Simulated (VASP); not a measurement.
# Pt (Pm-3m) in VASP: notebook, part 2 of 3

VASP 6.6.1. The steps go on from the part before.

## 3. Single point, PBE, collinear spin, ferromagnetic start

INCAR reads:

```
ALGO = Normal ; EDIFF = 1E-7
ENCUT = 520 ; GGA = PE
ISIF = 2 ; ISMEAR = -1
ISPIN = 2 ; LASPH = True
LCHARG = False ; LMAXMIX = 4
LORBIT = 11 ; LREAL = False
LWAVE = False ; MAGMOM = 1
NBANDS = 15 ; NELM = 150
PREC = Accurate ; SIGMA = 0.05
```

KPOINTS reads:

```
k-points
0
Gamma
  13 13 13
```

POSCAR reads:

```
Pt
1.0
    2.6246004218      0.0000000000      0.0000000000
    0.0000000000      2.6246004218      0.0000000000
    0.0000000000      0.0000000000      2.6246004218
Pt
1
Direct
    0.0000000000      0.0000000000      0.0000000000
```

Potentials or basis: VASP PAW PBE potentials, release 64 (Pt).

Launch:

```
$ cat potpaw_PBE.64/Pt/POTCAR > POTCAR
$ mpirun -np 1 vasp_std > vasp.out
```

OUTCAR:

```text
EDIFF = 1E-7
   ENCUT = 520
   GGA = PE
   ISIF = 2
   ISMEAR = -1
   ISPIN = 2
   LASPH = True
   LORBIT = 11
   LREAL = False
   NELM = 150
   PREC = Accurate

 ion  position               nearest neighbor table
   1  0.000  0.000  0.000-

  LATTYP: Found a simple cubic cell.
 ALAT       =     2.6246004218

  Lattice vectors:

 A1 = (   2.6246004218,   0.0000000000,   0.0000000000)
 A2 = (   0.0000000000,   2.6246004218,   0.0000000000)
 A3 = (   0.0000000000,   0.0000000000,   2.6246004218)

Analysis of symmetry for initial positions (statically):
=====================================================================
 Subroutine PRICEL returns:
 Original cell was already a primitive cell.

 Routine SETGRP: Setting up the symmetry group for a
 simple cubic supercell.

 Subroutine GETGRP returns: Found 48 space group operations
 (whereof 48 operations were pure point group operations)
 out of a pool of 48 trial point group operations.

The static configuration has the point symmetry O_h .

Analysis of symmetry for dynamics (positions and initial velocities):
=====================================================================
 Subroutine PRICEL returns:
 Original cell was already a primitive cell.

 Routine SETGRP: Setting up the symmetry group for a
 simple cubic supercell.

 Subroutine GETGRP returns: Found 48 space group operations
 (whereof 48 operations were pure point group operations)
 out of a pool of 48 trial point group operations.

The dynamic configuration has the point symmetry O_h .

Analysis of structural, dynamic, and magnetic symmetry:
=====================================================================
 Subroutine PRICEL returns:
 Original cell was already a primitive cell.

 Routine SETGRP: Setting up the symmetry group for a
 simple cubic supercell.

 Subroutine GETGRP returns: Found 48 space group operations
 (whereof 48 operations were pure point group operations)
 out of a pool of 48 trial point group operations.

The overall configuration has the point symmetry O_h .

 Subroutine INISYM returns: Found 48 space group operations
 (whereof 48 operations are pure point group operations),
 and found     1 'primitive' translations

----------------------------------------------------------------------------------------

                                     Primitive cell

  volume of cell :      18.0796

  direct lattice vectors                    reciprocal lattice vectors
     2.624600422  0.000000000  0.000000000     0.381010378  0.000000000  0.000000000
     0.000000000  2.624600422  0.000000000     0.000000000  0.381010378  0.000000000
     0.000000000  0.000000000  2.624600422     0.000000000  0.000000000  0.381010378

  length of vectors
     2.624600422  2.624600422  2.624600422     0.381010378  0.381010378  0.381010378

  position of ions in fractional coordinates (direct lattice)
     0.000000000  0.000000000  0.000000000

  ion indices of the primitive-cell ions
   primitive index   ion index
                 1           1

----------------------------------------------------------------------------------------

 KPOINTS: k-points

Automatic generation of k-mesh.
 Grid dimensions read from file:
 generate k-points for:   13   13   13

 Generating k-lattice:
[... 70 lines left out ...]
   POTIM  = 0.5000    time-step for ionic-motion
   TEBEG  =    0.0;   TEEND  =   0.0 temperature during run
   PSTRESS=    0.0 pullay stress
   NELECT =      10.0000    total number of electrons
   NUPDOWN=      -1.0000    fix difference up-down
   EMIN   =  10.00;   EMAX   =-10.00  energy-range for DOS
   EFERMI =   0.00;   METHOD = LEGACY
   ISMEAR =    -1;   SIGMA  =   0.05  broadening in eV -4-tet -1-fermi 0-gaus
   EFERMI_NEDOS =   21; number of points for ismear=-14 and -15
   IALGO  =     38    algorithm
   IMIX   =      4    mixing-type and parameters
     AMIX     =   0.40;   BMIX     =  1.00
     AMIX_MAG =   1.60;   BMIX_MAG =  1.00
  volume/ion in A,a.u.               =      18.08       122.01
  Fermi-wavevector in a.u.,A,eV,Ry     =   1.343832  2.539474 24.570549  1.805884
  Thomas-Fermi vector in A             =   2.471874
   LORBIT       =     11    0 simple, 1 ext, 2 COOP (PROOUT), +10 PAW based schemes
   GGA     = PE    functional components
   LHFCALC =     F    Hartree Fock is set to
   AEXX    =    0.0000 exact exchange contribution
   IVDW    =     0    specifies the selected vdW correction
   LEPSILON=     F    determine dielectric tensor
   LRPA    =     F    only Hartree local field effects (RPA)
 spin polarized calculation
  energy-cutoff  :      520.00
  volume of cell :       18.08
 maximum number of plane-waves:       496
 NGX is ok and might be reduce to    20
   NGX =  9   NGY =  9   NGZ =  9

 number of electron      10.0000002 magnetization       0.0008386

 number of electron      10.0000002 magnetization      -0.0000390

 Free energy of the ion-electron system (eV)
  ---------------------------------------------------
  ext. energy  EPLUGINS =         0.00000000
  ---------------------------------------------------
  free energy    TOTEN  =        -5.65785276 eV

  energy without entropy =       -5.64746628  energy(sigma->0) =       -5.65265952

 E-fermi :   8.2014     XC(G=0): -12.2693

 val. band max:        8.1987150206   @ k =   0.0769   0.0769   0.0769
 cond. band min:       8.2061580669   @ k =   0.3846   0.3846   0.1538
 fundamental gap:      0.0074430463
 Fermi energy:         8.2013813074

 spin component 1

 k-point     1 :       0.0000    0.0000    0.0000
  band No.  band energies     occupation
      1      -0.1876      1.00000
      2       2.5600      1.00000
      3       2.5600      1.00000
      4       8.4647      0.00513
      5       8.4647      0.00513
      6       8.4647      0.00513
      7      23.3524      0.00000
      8      23.3524      0.00000
      9      23.3524      0.00000
     10      29.0411      0.00000
     11      31.7405      0.00000
     12      31.7405      0.00000
     13      35.6617      0.00000
     14      35.6617      0.00000
[... 403 lines left out ...]
      4       6.8133      1.00000
      5       7.2510      1.00000
      6       8.7363      0.00002
      7      15.4465      0.00000
      8      20.1116      0.00000
      9      24.8480      0.00000
     10      29.0717      0.00000
     11      31.8203      0.00000
     12      32.2984      0.00000
     13      35.3326      0.00000
     14      38.0261      0.00000
     15      40.6670      0.00000

 [... further k-points ...]

 spin component 2

 k-point     1 :       0.0000    0.0000    0.0000
  band No.  band energies     occupation
      1      -0.1876      1.00000
      2       2.5600      1.00000
      3       2.5600      1.00000
      4       8.4650      0.00510
      5       8.4650      0.00510
      6       8.4650      0.00510
      7      23.3524      0.00000
      8      23.3524      0.00000
      9      23.3524      0.00000
     10      29.0405      0.00000
     11      31.7403      0.00000
     12      31.7403      0.00000
     13      35.6618      0.00000
     14      35.6618      0.00000
[... 403 lines left out ...]
      4       6.8135      1.00000
      5       7.2513      1.00000
      6       8.7363      0.00002
      7      15.4465      0.00000
      8      20.1116      0.00000
      9      24.8479      0.00000
     10      29.0716      0.00000
     11      31.8203      0.00000
     12      32.2983      0.00000
     13      35.3327      0.00000
     14      38.0260      0.00000
     15      40.6669      0.00000

 [... further k-points ...]

------------------------ aborting loop because EDIFF is reached ----------------------------------------

  FORCE on cell =-STRESS in cart. coord.  units (eV):
  Direction    XX          YY          ZZ          XY          YZ          ZX
  --------------------------------------------------------------------------------------
  -------------------------------------------------------------------------------------
  Total       -0.0743388     -0.0743388     -0.0743388      0.0000000      0.0000000     -0.0000000
  in kB       -6.5877445     -6.5877445     -6.5877445      0.0000000      0.0000000     -0.0000000
  external PRESSURE =      -6.5877445 kB  Pullay stress =       0.0000000 kB

 VOLUME and BASIS-vectors are now :
 -----------------------------------------------------------------------------
  energy-cutoff  :      520.00
  volume of cell :       18.08
      direct lattice vectors                 reciprocal lattice vectors
     2.624600422  0.000000000  0.000000000     0.381010378  0.000000000  0.000000000
     0.000000000  2.624600422  0.000000000     0.000000000  0.381010378  0.000000000
     0.000000000  0.000000000  2.624600422     0.000000000  0.000000000  0.381010378

 POSITION                                       TOTAL-FORCE (eV/Angst)
 -----------------------------------------------------------------------------------
      0.00000      0.00000      0.00000         0.000000      0.000000      0.000000
 -----------------------------------------------------------------------------------
    total drift:                                0.000000      0.000000      0.000000

  FREE ENERGIE OF THE ION-ELECTRON SYSTEM (eV)
  ---------------------------------------------------
  free  energy   TOTEN  =        -5.6578527619 eV

  energy  without entropy=       -5.6474662781  energy(sigma->0) =       -5.65265952

 total charge

# of ion       s       p       d       tot
------------------------------------------
    1        0.711   0.454   8.039   9.204

 magnetization (x)

# of ion       s       p       d       tot
------------------------------------------
    1        0.000  -0.000   0.000   0.000
```

stdout:

```text
POSCAR found type information on POSCAR Pt
 POSCAR found :  1 types and       1 ions
 scaLAPACK will be used
 LDA part: xc-table for (Slater+PW92), standard interpolation
 POSCAR, INCAR and KPOINTS ok, starting setup
 FFT: planning ... GRIDC
 FFT: planning ... GRID_SOFT
 FFT: planning ... GRID
 WAVECAR not read
 entering main loop
```

It took 21 s on 1 thread of Intel Xeon Platinum 8488C (Sapphire Rapids), shared host; peak memory 0.15 GiB.

Results:

```yaml
Free_energy: -5.6579 eV
Pressure: -0.7 GPa
Band_gap_on_the_k_mesh: zero (filled and empty bands overlap)
Net_moment: 0.00 μB per cell
Valence_electrons_inside_the_program's_atomic_spheres: Pt 9.20
```

Levels at points of the mesh, in eV from the Fermi level:
Spin up:
```csv
k point,band 1,band 2,band 3,band 4,band 5,band 6,band 7,band 8,band 9,band 10
"(0.00, 0.00, 0.00)",-8.39,-5.64,-5.64,0.26,0.26,0.26,15.15,15.15,15.15,20.84
```
Spin down:
| k point | band 1 | band 2 | band 3 | band 4 | band 5 | band 6 | band 7 | band 8 | band 9 | band 10 |
| --- | --- | --- | --- | --- | --- | --- | --- | --- | --- | --- |
| (0.00, 0.00, 0.00) | -8.39 | -5.64 | -5.64 | 0.26 | 0.26 | 0.26 | 15.15 | 15.15 | 15.15 | 20.84 |

Caveat: spin-orbit coupling is left out, which moves the levels of the heavy elements.

## 4. Single point, PBE, collinear spin, ferromagnetic start (volume scaled by 1.04)

INCAR reads:

```
PREC = Accurate
ENCUT = 520
EDIFF = 1E-7
ISMEAR = -1
SIGMA = 0.05
LREAL = False
LASPH = True
NELM = 150
ALGO = Normal
ISIF = 2
LWAVE = False
LCHARG = True
ISPIN = 2
MAGMOM = 1
LORBIT = 11
LMAXMIX = 4
GGA = PE
LELF = True
LVHAR = True
NBANDS = 15
```

KPOINTS reads:

```
regular mesh
0
Gamma
  13 13 13
```

POSCAR reads:

```
Pt
1.0
    2.6591385987      0.0000000000      0.0000000000
    0.0000000000      2.6591385987      0.0000000000
    0.0000000000      0.0000000000      2.6591385987
Pt
1
Direct
    0.0000000000      0.0000000000      0.0000000000
```

Launch:

```
$ cat potpaw_PBE.64/Pt/POTCAR > POTCAR
$ mpirun -np 1 vasp_std > vasp.out
```

Wall time 23 s (1 thread of Intel Xeon Platinum 8488C (Sapphire Rapids), shared host); peak memory 0.15 GiB.

Results (log left out):

```yaml
Free_energy: -5.6406 eV
Pressure: -6.9 GPa
Band_gap_on_the_k_mesh: zero (filled and empty bands overlap)
Net_moment: 0.00 μB per cell
Valence_electrons_inside_the_program's_atomic_spheres: Pt 9.13
```

Levels at points of the mesh, in eV from the Fermi level:
Spin up:
| k point | band 2 | band 3 | band 4 | band 5 | band 6 | band 7 | band 8 | band 9 |
| --- | --- | --- | --- | --- | --- | --- | --- | --- |
| (0.00, 0.00, 0.00) | -5.33 | -5.33 | 0.23 | 0.23 | 0.23 | 14.92 | 14.92 | 14.92 |
Spin down:
| k point | band 3 | band 4 | band 5 | band 6 | band 7 | band 8 |
| --- | --- | --- | --- | --- | --- | --- |
| (0.00, 0.00, 0.00) | -5.33 | 0.23 | 0.23 | 0.23 | 14.92 | 14.92 |

Caveat: spin-orbit coupling is left out, which moves the levels of the heavy elements.

## 5. Single point, PBE, collinear spin, ferromagnetic start (volume scaled by 1.08)

INCAR reads:

```
SYSTEM = Pt
PREC     = Accurate       ! precision mode
ENCUT    = 520            ! plane-wave cutoff, eV
EDIFF    = 1E-6           ! SCF threshold, eV
ISMEAR   = -1             ! smearing method
SIGMA    = 0.05           ! smearing width, eV
LREAL    = .False.        ! projectors in reciprocal space
LASPH    = .True.         ! aspherical terms in the spheres
NELM     = 150            ! most SCF steps
ALGO     = Normal         ! electronic algorithm
ISIF     = 2              ! what is computed and relaxed
LWAVE    = .False.        ! write WAVECAR
LCHARG   = .False.        ! write CHGCAR
ISPIN    = 2              ! spin polarisation
MAGMOM   = 1              ! initial moments
LORBIT   = 11             ! projections on sites
LMAXMIX  = 4              ! l up to which the mixer works
GGA      = PE             ! functional
NBANDS   = 15             ! bands
```

KPOINTS reads:

```
regular mesh
0
Gamma
  13 13 13
  0 0 0
```

POSCAR reads:

```
Pt
1.0
    2.6928021546      0.0000000000      0.0000000000
    0.0000000000      2.6928021546      0.0000000000
    0.0000000000      0.0000000000      2.6928021546
Pt
1
Direct
    0.0000000000      0.0000000000      0.0000000000
```

Launch:

```
$ cat potpaw_PBE.64/Pt/POTCAR > POTCAR
$ mpirun -np 1 vasp_std > vasp.out
```

Run time: 20 s. Hardware: 1 thread of Intel Xeon Platinum 8488C (Sapphire Rapids), shared host; peak memory 0.15 GiB.

It converged, with:

* Free energy: -5.5982 eV
* Pressure: -11.9 GPa
* Band gap on the k mesh: zero (filled and empty bands overlap)
* Net moment: 0.00 μB per cell
* Valence electrons inside the program's atomic spheres: Pt 9.06

Levels at points of the mesh, in eV from the Fermi level:
Spin up:
| k point | band 2 | band 3 | band 4 | band 5 | band 6 | band 7 | band 8 | band 9 |
| --- | --- | --- | --- | --- | --- | --- | --- | --- |
| (0.00, 0.00, 0.00) | -5.04 | -5.04 | 0.20 | 0.20 | 0.20 | 14.71 | 14.71 | 14.71 |
Spin down:
| k point | band 3 | band 4 | band 5 | band 6 | band 7 | band 8 |
| --- | --- | --- | --- | --- | --- | --- |
| (0.00, 0.00, 0.00) | -5.04 | 0.20 | 0.20 | 0.20 | 14.71 | 14.71 |

Caveat: spin-orbit coupling is left out, which moves the levels of the heavy elements.

## 6. Single point, PBE, collinear spin, ferromagnetic start (volume scaled by 1.12)

INCAR reads:

```
  PREC = Accurate
  ENCUT = 520
  EDIFF = 1E-7
  ISMEAR = -1
  SIGMA = 0.05
  LREAL = False
  LASPH = True
  NELM = 150
  ALGO = Normal
  ISIF = 2
  LWAVE = False
  LCHARG = False
  ISPIN = 2
  MAGMOM = 1
  LORBIT = 11
  LMAXMIX = 4
  GGA = PE
  NBANDS = 15
```

KPOINTS reads:

```
regular mesh
0
Gamma
  13 13 13
```

POSCAR reads:

```
Pt
1.0
    2.7256444420      0.0000000000      0.0000000000
    0.0000000000      2.7256444420      0.0000000000
    0.0000000000      0.0000000000      2.7256444420
Pt
1
Direct
    0.0000000000      0.0000000000      0.0000000000
```

Potentials or basis: VASP PAW PBE potentials, release 64 (Pt).

Launch:

```
$ cat potpaw_PBE.64/Pt/POTCAR > POTCAR
$ mpirun -np 1 vasp_std > vasp.out
```

OUTCAR:

```text
PREC = Accurate
   ENCUT = 520
   EDIFF = 1E-7
   ISMEAR = -1
   LREAL = False
   LASPH = True
   NELM = 150
   ISIF = 2
   ISPIN = 2
   LORBIT = 11
   GGA = PE

 ion  position               nearest neighbor table
   1  0.000  0.000  0.000-

  LATTYP: Found a simple cubic cell.
 ALAT       =     2.7256444420

  Lattice vectors:

 A1 = (   2.7256444420,   0.0000000000,   0.0000000000)
 A2 = (   0.0000000000,   2.7256444420,   0.0000000000)
[... 1074 lines left out ...]
  --------------------------------------------------------------------------------------
  -------------------------------------------------------------------------------------
  Total       -1.9860751     -1.9860751     -1.9860751      0.0000000      0.0000000      0.0000000
  in kB     -157.1443005   -157.1443005   -157.1443005      0.0000000      0.0000000      0.0000000
  external PRESSURE =    -157.1443005 kB  Pullay stress =       0.0000000 kB

 VOLUME and BASIS-vectors are now :
 -----------------------------------------------------------------------------
  energy-cutoff  :      520.00
  volume of cell :       20.25
      direct lattice vectors                 reciprocal lattice vectors
     2.725644442  0.000000000  0.000000000     0.366885711  0.000000000  0.000000000
     0.000000000  2.725644442  0.000000000     0.000000000  0.366885711  0.000000000
     0.000000000  0.000000000  2.725644442     0.000000000  0.000000000  0.366885711

 POSITION                                       TOTAL-FORCE (eV/Angst)
 -----------------------------------------------------------------------------------
      0.00000      0.00000      0.00000         0.000000      0.000000      0.000000
 -----------------------------------------------------------------------------------
    total drift:                               -0.000000      0.000000      0.000000

  FREE ENERGIE OF THE ION-ELECTRON SYSTEM (eV)
  ---------------------------------------------------
  free  energy   TOTEN  =        -5.5359664902 eV

  energy  without entropy=       -5.5236825330  energy(sigma->0) =       -5.52982451

 total charge

# of ion       s       p       d       tot
------------------------------------------
    1        0.656   0.351   7.987   8.994

 magnetization (x)

# of ion       s       p       d       tot
------------------------------------------
    1        0.000   0.000  -0.000  -0.000
```

stdout:

```text
POSCAR found type information on POSCAR Pt
 POSCAR found :  1 types and       1 ions
 scaLAPACK will be used
 LDA part: xc-table for (Slater+PW92), standard interpolation
 POSCAR, INCAR and KPOINTS ok, starting setup
 FFT: planning ... GRIDC
 FFT: planning ... GRID_SOFT
 FFT: planning ... GRID
 WAVECAR not read
 entering main loop
```

Wall time 22 s (1 thread of Intel Xeon Platinum 8488C (Sapphire Rapids), shared host); peak memory 0.15 GiB.

Results:

| Item | Value |
| --- | --- |
| Free energy | -5.5360 eV |
| Pressure | -15.7 GPa |
| Band gap on the k mesh | zero (filled and empty bands overlap) |
| Net moment | 0.00 μB per cell |
| Valence electrons inside the program's atomic spheres | Pt 8.99 |

Levels at points of the mesh, in eV from the Fermi level:
Spin up:
| k point | band 3 | band 4 | band 5 | band 6 | band 7 | band 8 |
| --- | --- | --- | --- | --- | --- | --- |
| (0.00, 0.00, 0.00) | -4.77 | 0.18 | 0.18 | 0.18 | 14.51 | 14.51 |
Spin down:
```
           k point  band 1  band 2  band 3  band 4  band 5  band 6  band 7  band 8  band 9  band 10
(0.00, 0.00, 0.00)   -7.41   -4.77   -4.77    0.18    0.18    0.18   14.51   14.51   14.51    19.61
```

Caveat: spin-orbit coupling is left out, which moves the levels of the heavy elements.

[end of part 2 of 3]
